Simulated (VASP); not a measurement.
**BN: G0W0 quasiparticle levels with PBE**

Crystal: BN.

```
CELL_PARAMETERS angstrom
2.44219 0.00000 0.00000
-1.22110 2.11500 0.00000
0.00000 0.00000 4.03950
ATOMIC_POSITIONS crystal
B 0.33333 0.66667 0.00062
B 0.66667 0.33333 0.50062
N 0.33333 0.66667 0.37438
N 0.66667 0.33333 0.87438
```

- Program: VASP 6.6.1
- Task: G0W0 quasiparticle levels
- Functional: PBE
- Potentials or basis: VASP PAW PBE potentials, release 64 (B_GW, N_GW)
- Cutoff: 500 eV
- k mesh: 6 × 6 × 4
- Occupations: gaussian, width 0.01 eV
- Spin: no spin polarisation
- Dipole correction: no
- GW scheme: G0W0
- GW iterations: 1
- Cutoff of the response function: 150
- Frequency points: 96
- Empty bands: 87
- Further INCAR settings: ALGO = EVGW0; EDIFF = 1e-08; NBANDS = 95

```json
{"Quasiparticle gap": "6.39 eV", "Least direct quasiparticle gap": "10.94 eV", "Band gap of the starting levels on the mesh": "4.91 eV", "Least direct gap of the starting levels on the mesh": "8.86 eV"}
```

It took 2.3 min on 1 thread of Intel(R) Xeon(R) 6975P-C (Granite Rapids), on a shared host, peak memory 0.35 GiB.

Caveat: the k points lie up to 0.50 Å⁻¹ apart; bands, screening cutoff and mesh are small and nothing is extrapolated, so the quasiparticle values aren't converged; the structure was generated, so it needn't be the stable form of BN.
